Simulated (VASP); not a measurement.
# SiC (I-4m2) in VASP: further runs, part 2 of 2

VASP 6.6.1. Earlier steps stand in the parts before.

**5. Single point, PBE (strain -0.015 along x and y, -0.030 along z)**

File INCAR:

```
SYSTEM = SiC
ALGO     = Normal         ! electronic algorithm
EDIFF    = 1E-7           ! SCF threshold, eV
ENCUT    = 520            ! plane-wave cutoff, eV
GGA      = PE             ! functional
ISIF     = 2              ! what is computed and relaxed
ISMEAR   = 0              ! smearing method
LASPH    = .True.         ! aspherical terms in the spheres
LCHARG   = .False.        ! write CHGCAR
LREAL    = .False.        ! projectors in reciprocal space
LWAVE    = .False.        ! write WAVECAR
NBANDS   = 11             ! bands
NELM     = 60             ! most SCF steps
PREC     = Accurate       ! precision mode
SIGMA    = 0.05           ! smearing width, eV
```

File KPOINTS:

```
k-points
0
Gamma
  12 12 12
  0 0 0
```

File POSCAR:

```
SiC
1.0
    0.0000000000      2.1413900000      2.1087800000
    2.1413900000      0.0000000000      2.1087800000
    2.1413900000      2.1413900000      0.0000000000
Si C
1 1
Direct
    0.0000000000      0.0000000000      0.0000000000
    0.7500000000      0.7500000000      0.7500000000
```

Potentials or basis: VASP PAW PBE potentials, release 64 (Si, C).

The run is started by

```sh
cat potpaw_PBE.64/Si/POTCAR potpaw_PBE.64/C/POTCAR > POTCAR
mpirun -np 1 vasp_std > vasp.out
```

OUTCAR:

```text
SYSTEM = SiC
   EDIFF = 1E-7
   ENCUT = 520
   GGA = PE
   ISIF = 2
   ISMEAR = 0
   LASPH = .True.
   LREAL = .False.
   NELM = 60
   PREC = Accurate

 ion  position               nearest neighbor table
   1  0.000  0.000  0.000-   2 1.85   2 1.85   2 1.85   2 1.85
   2  0.750  0.750  0.750-   1 1.85   1 1.85   1 1.85   1 1.85

  LATTYP: Found a body centered tetragonal cell.
 ALAT       =     3.0283827803
 C/A-ratio  =     1.3926773152

  Lattice vectors:

 A1 = (   0.0000000000,  -2.1413900000,  -2.1087800000)
 A2 = (   0.0000000000,   2.1413900000,  -2.1087800000)
 A3 = (   2.1413900000,   0.0000000000,   2.1087800000)

Analysis of symmetry for initial positions (statically):
=====================================================================
 Subroutine PRICEL returns:
 Original cell was already a primitive cell.

 Routine SETGRP: Setting up the symmetry group for a
 body centered tetragonal supercell.

 Subroutine GETGRP returns: Found  8 space group operations
 (whereof  8 operations were pure point group operations)
 out of a pool of 16 trial point group operations.

The static configuration has the point symmetry D_2d.

Analysis of symmetry for dynamics (positions and initial velocities):
=====================================================================
 Subroutine PRICEL returns:
 Original cell was already a primitive cell.

 Routine SETGRP: Setting up the symmetry group for a
 body centered tetragonal supercell.

 Subroutine GETGRP returns: Found  8 space group operations
 (whereof  8 operations were pure point group operations)
 out of a pool of 16 trial point group operations.

The dynamic configuration has the point symmetry D_2d.

 Subroutine INISYM returns: Found  8 space group operations
 (whereof  8 operations are pure point group operations),
 and found     1 'primitive' translations

----------------------------------------------------------------------------------------

                                     Primitive cell

  volume of cell :      19.3398

  direct lattice vectors                    reciprocal lattice vectors
     0.000000000  2.141390000  2.108780000    -0.233493198  0.233493198  0.237103918
     2.141390000  0.000000000  2.108780000     0.233493198 -0.233493198  0.237103918
     2.141390000  2.141390000  0.000000000     0.233493198  0.233493198 -0.237103918

  length of vectors
     3.005412488  3.005412488  3.028382780     0.406517423  0.406517423  0.406517423

  position of ions in fractional coordinates (direct lattice)
     0.000000000  0.000000000  0.000000000
     0.750000000  0.750000000  0.750000000

  ion indices of the primitive-cell ions
   primitive index   ion index
                 1           1
                 2           2

----------------------------------------------------------------------------------------

 KPOINTS: k-points

Automatic generation of k-mesh.
 Grid dimensions read from file:
 generate k-points for:   12   12   12

 Generating k-lattice:

  Cartesian coordinates                     Fractional coordinates (reciprocal lattice)
    -0.019457767  0.019457767  0.019758660     0.083333333 -0.000000000  0.000000000
[... 39 lines left out ...]
 -0.416667  0.166667  0.000000      8.000000
 [... further k-points ...]
   k-points           NKPTS =    163   k-points in BZ     NKDIM =    163   number of bands    NBANDS=     11
   number of dos      NEDOS =    301   number of ions     NIONS =      2
   total plane-waves  NPLWV =  13824
   dimension x,y,z NGX =    24 NGY =   24 NGZ =   24
   dimension x,y,z NGXF=    48 NGYF=   48 NGZF=   48
   ions per type =               1   1
   NGX,Y,Z   is equivalent  to a cutoff of  13.28, 13.28, 13.18 a.u.
   NGXF,Y,Z  is equivalent  to a cutoff of  26.55, 26.55, 26.35 a.u.
 SYSTEM =  SiC
   PREC   = accura    normal or accurate (medium, high low for compatibility)
   ISTART =      0    job   : 0-new  1-cont  2-samecut
   ICHARG =      2    charge: 1-file 2-atom 10-const
   ISPIN  =      1    spin polarized calculation?
   LNONCOLLINEAR =      F non collinear calculations
   LSORBIT =      F    spin-orbit coupling
   LASPH  =      T    aspherical Exc in radial PAW
   ENCUT  =  520.0 eV  38.22 Ry    6.18 a.u.   5.59  5.59  5.63*2*pi/ulx,y,z
   NELM   =     60;   NELMIN=  2; NELMDL= -5     # of ELM steps
   EDIFF  = 0.1E-06   stopping-criterion for ELM
   LREAL  =      F    real-space projection
   EDIFFG = 0.1E-05   stopping-criterion for IOM
   NSW    =      0    number of steps for IOM
   IBRION =     -1    ionic relax: 0-MD 1-quasi-New 2-CG
   NFREE  =      0    steps in history (QN), initial steepest desc. (CG)
   ISIF   =      2    stress and relaxation
   ISYM   =      2    0-nonsym 1-usesym 2-fastsym
   POTIM  = 0.5000    time-step for ionic-motion
   TEBEG  =    0.0;   TEEND  =   0.0 temperature during run
   PSTRESS=    0.0 pullay stress
   NELECT =       8.0000    total number of electrons
   NUPDOWN=      -1.0000    fix difference up-down
   EMIN   =  10.00;   EMAX   =-10.00  energy-range for DOS
   EFERMI =   0.00;   METHOD = LEGACY
   ISMEAR =     0;   SIGMA  =   0.05  broadening in eV -4-tet -1-fermi 0-gaus
   EFERMI_NEDOS =   21; number of points for ismear=-14 and -15
   IALGO  =     38    algorithm
   IMIX   =      4    mixing-type and parameters
     AMIX     =   0.40;   BMIX     =  1.00
     AMIX_MAG =   1.60;   BMIX_MAG =  1.00
  volume/ion in A,a.u.               =       9.67        65.26
  Fermi-wavevector in a.u.,A,eV,Ry     =   1.219796  2.305080 20.244141  1.487902
  Thomas-Fermi vector in A             =   2.355036
   LORBIT       =      0    0 simple, 1 ext, 2 COOP (PROOUT), +10 PAW based schemes
   GGA     = PE    functional components
   LHFCALC =     F    Hartree Fock is set to
   AEXX    =    0.0000 exact exchange contribution
   IVDW    =     0    specifies the selected vdW correction
   LEPSILON=     F    determine dielectric tensor
   LRPA    =     F    only Hartree local field effects (RPA)
 non-spin polarized calculation
 Gauss-broadening in eV      SIGMA  =   0.05
  energy-cutoff  :      520.00
  volume of cell :       19.34
 maximum number of plane-waves:       533
 NGX is ok and might be reduce to    24
   NGX = 11   NGY = 11   NGZ = 11

 number of electron       7.9999999 magnetization

 Free energy of the ion-electron system (eV)
  ---------------------------------------------------
  ext. energy  EPLUGINS =         0.00000000
  ---------------------------------------------------
  free energy    TOTEN  =       -14.95885736 eV

  energy without entropy =      -14.95885736  energy(sigma->0) =      -14.95885736

 E-fermi :   9.1788     XC(G=0): -11.6541

 val. band max:        8.9528104551   @ k =   0.0000   0.0000   0.0000
 cond. band min:      10.0781850133   @ k =   0.5000   0.5000   0.0000
 fundamental gap:      1.1253745582
 Fermi energy:         9.1788317924

 k-point     1 :       0.0000    0.0000    0.0000
  band No.  band energies     occupation
      1      -7.0602      2.00000
      2       8.8496      2.00000
      3       8.8496      2.00000
      4       8.9528      2.00000
      5      15.9139      0.00000
      6      16.6530      0.00000
      7      16.6911      0.00000
      8      16.6911      0.00000
      9      23.5492      0.00000
     10      24.0276      0.00000
     11      26.4386      0.00000
[... 309 lines left out ...]
 k-point    24 :      -0.4167    0.1667    0.0000
  band No.  band energies     occupation
      1      -2.9068      2.00000
      2       0.5637      2.00000
      3       5.8300      2.00000
      4       7.2254      2.00000
      5      14.1335      0.00000
      6      17.2111      0.00000
      7      17.6863      0.00000
      8      20.7846      0.00000
      9      24.0992      0.00000
     10      24.9263      0.00000
     11      27.9821      0.00000

 [... further k-points ...]

------------------------ aborting loop because EDIFF is reached ----------------------------------------

  FORCE on cell =-STRESS in cart. coord.  units (eV):
  Direction    XX          YY          ZZ          XY          YZ          ZX
  --------------------------------------------------------------------------------------
  -------------------------------------------------------------------------------------
  Total        2.3183767      2.3183767      2.7784966      0.0000000      0.0000000      0.0000000
  in kB      192.0621474    192.0621474    230.1800306      0.0000000      0.0000000      0.0000000
  external PRESSURE =     204.7681085 kB  Pullay stress =       0.0000000 kB

 VOLUME and BASIS-vectors are now :
 -----------------------------------------------------------------------------
  energy-cutoff  :      520.00
  volume of cell :       19.34
      direct lattice vectors                 reciprocal lattice vectors
     0.000000000  2.141390000  2.108780000    -0.233493198  0.233493198  0.237103918
     2.141390000  0.000000000  2.108780000     0.233493198 -0.233493198  0.237103918
     2.141390000  2.141390000  0.000000000     0.233493198  0.233493198 -0.237103918

 POSITION                                       TOTAL-FORCE (eV/Angst)
 -----------------------------------------------------------------------------------
      0.00000      0.00000      0.00000         0.000000      0.000000      0.000000
      3.21209      3.21209      3.16317        -0.000000     -0.000000     -0.000000
 -----------------------------------------------------------------------------------
    total drift:                               -0.000000     -0.000000      0.000000

  FREE ENERGIE OF THE ION-ELECTRON SYSTEM (eV)
  ---------------------------------------------------
  free  energy   TOTEN  =       -14.9588573595 eV

  energy  without entropy=      -14.9588573595  energy(sigma->0) =      -14.95885736
```

It took 17 s on 1 thread of AMD EPYC 9R45 (Zen 5), shared host; peak memory 0.12 GiB.

What came out:

* Free energy: -14.9589 eV
* Pressure: 20.5 GPa
* Band gap on the k mesh: 1.13 eV, indirect (least direct gap 4.59 eV)

Levels at points of the mesh, in eV from the valence-band top:
```tsv
k point	band 1	band 2	band 3	band 4	band 5	band 6	band 7	band 8
(0.00, 0.00, 0.00)	-16.01	-0.10	-0.10	0.00	6.96	7.70	7.74	7.74
(0.50, 0.00, 0.00)	-12.19	-8.98	-1.23	-1.04	5.96	7.31	7.59	10.37
(0.50, 0.50, 0.00)	-10.58	-7.95	-3.50	-3.50	1.13	4.31	14.72	14.72
(0.50, 0.00, 0.50)	-10.71	-8.15	-3.34	-3.31	1.27	4.59	14.53	15.05
```

Caveat: the cell differs from its parent crystal (strain -0.015 along x and y, -0.030 along z). A k mesh can miss the band edges.

**6. Summary**

```tsv
cell	gap on the mesh (eV)	pressure (GPa)
a = 3.005, b = 3.005, c = 2.982 Å, angles 60.3, 60.3, 59.5°, 2 atoms	1.19	25.0
a = 3.029, b = 3.029, c = 2.982 Å, angles 60.5, 60.5, 59.0°, 2 atoms	1.12	20.5
a = 3.052, b = 3.052, c = 2.982 Å, angles 60.8, 60.8, 58.5°, 2 atoms	1.06	16.2
a = 3.005, b = 3.005, c = 3.028 Å, angles 59.7, 59.7, 60.5°, 2 atoms	1.13	20.5
```

Alike in all rows: task single point; level PBE; potentials or basis VASP PAW PBE potentials, release 64 (Si, C); no spin polarisation; k mesh 12 × 12 × 12; cutoff (eV) 520; smearing gaussian 0.05 eV.

Total energies depend on the potentials used, so only differences within one code and one set of settings carry meaning.
